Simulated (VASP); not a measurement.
Here is a VASP 6.6.1 calculation.

The input POSCAR:

```
LiFeN
1.0
    3.1006003459      0.0000000000      0.0000000000
   -1.5503001729      2.6851986665      0.0000000000
    0.0000000000      0.0000000000      4.1453390000
Fe N Li
1 1 1
Direct
    0.3333333333      0.6666666667      0.5000000000
    0.0000000000      0.0000000000      0.5000000000
    0.0000000000      0.0000000000      0.0000000000
```

File INCAR.step1:

```
SYSTEM = LiFeN
PREC = Accurate
ENCUT = 520
EDIFF = 1E-7
ISMEAR = -1
SIGMA = 0.05
LREAL = .False.
LASPH = .True.
NELM = 150
ALGO = Normal
ISIF = 2
LWAVE = .False.
LCHARG = .True.
ISPIN = 2
MAGMOM = 3 0 0
LMAXMIX = 4
LDAU = .True.
LDAUTYPE = 2
LDAUL = 2 -1 -1
LDAUU = 1 0 0
LDAUJ = 0 0 0
LDAUPRINT = 1
GGA = PE
NBANDS = 19
```

File KPOINTS.step1:

```
Automatic mesh
0
Gamma
  10 10 7
  0 0 0
```

INCAR.step2

```
SYSTEM = LiFeN
PREC = Accurate
ENCUT = 520
EDIFF = 1E-7
ISMEAR = -5
SIGMA = 0.05
LREAL = .False.
LASPH = .True.
NELM = 150
ALGO = Normal
ISIF = 2
LWAVE = .False.
LCHARG = .False.
ISPIN = 2
MAGMOM = 3 0 0
LORBIT = 10
LMAXMIX = 4
LDAU = .True.
LDAUTYPE = 2
LDAUL = 2 -1 -1
LDAUU = 1 0 0
LDAUJ = 0 0 0
LDAUPRINT = 1
GGA = PE
NBANDS = 19
NEDOS = 1001
ICHARG = 11
```

KPOINTS.step2

```
Automatic mesh
0
Gamma
  15 15 11
  0 0 0
```

Potentials or basis: VASP PAW PBE potentials, release 64 (Fe, N, Li_sv).

Run with:

```bash
$ cat potpaw_PBE.64/Fe/POTCAR potpaw_PBE.64/N/POTCAR potpaw_PBE.64/Li_sv/POTCAR > POTCAR
$ cp INCAR.step1 INCAR
$ cp KPOINTS.step1 KPOINTS
$ mpirun -np 1 vasp_std > vasp.out
$ cp INCAR.step2 INCAR
$ cp KPOINTS.step2 KPOINTS
$ mpirun -np 1 vasp_std > vasp.out
```

Q: Estimate the net moment.

A: 0.75 μB per cell.

Q: Predict the site moments.

A: Fe +0.71; N -0.03; Li -0.00 μB.

Eigenvalues of the final occupation matrices:
| site | spin | trace | eigenvalues |
| --- | --- | --- | --- |
| site 1 d | 1 | 3.66 | 0.70 0.70 0.75 0.75 0.77 |
| site 1 d | 2 | 2.92 | 0.47 0.47 0.64 0.64 0.71 |

Caveat: a cell with one magnetic atom can't hold antiferromagnetic order, which such compounds often take. The state reached can hang on the start; a lower one may exist.
